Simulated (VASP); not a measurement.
Here is a VASP 6.6.1 calculation.

Contents of INCAR:

```
SYSTEM = Cu3Pd
PREC = Accurate
ENCUT = 520
EDIFF = 1E-8
ISMEAR = -1
SIGMA = 0.05
LREAL = .False.
LASPH = .True.
NELM = 80
ALGO = Normal
ISIF = 2
LWAVE = .False.
LCHARG = .False.
GGA = PS
LEFG = .True.
NBANDS = 30
```

KPOINTS

```
Automatic mesh
0
Gamma
  9 9 9
  0 0 0
```

File POSCAR:

```
Cu3Pd
1.0
    3.6970193816      0.0000000000      0.0000000000
    0.0000000000      3.6970193816      0.0000000000
    0.0000000000      0.0000000000      3.6970193816
Cu Pd
3 1
Direct
    0.0000000000      0.5000000000      0.5000000000
    0.5000000000      0.0000000000      0.5000000000
    0.5000000000      0.5000000000      0.0000000000
    0.0000000000      0.0000000000      0.0000000000
```

Potentials or basis: VASP PAW PBE potentials, release 64 (Cu, Pd).

Command:

```bash
$ cat potpaw_PBE.64/Cu/POTCAR potpaw_PBE.64/Pd/POTCAR > POTCAR
$ mpirun -np 1 vasp_std > vasp.out
```

Q: Predict the pressure.

A: -5.1 GPa.

Electric field gradients, principal values (V/Å²):
| atom | least | middle | greatest (by size) |
| --- | --- | --- | --- |
| 1 Cu | -12.917 | -12.917 | 25.834 |
| 2 Cu | -12.917 | -12.917 | 25.834 |
| 3 Cu | -12.917 | -12.917 | 25.834 |
| 4 Pd | 0.000 | 0.000 | 0.000 |

Caveat: without QUAD_EFG the Cq values of the log hold for a quadrupole moment of 1 mb, not for the nuclei; the PAW data sets were made with another functional, which shifts forces and pressure a little.
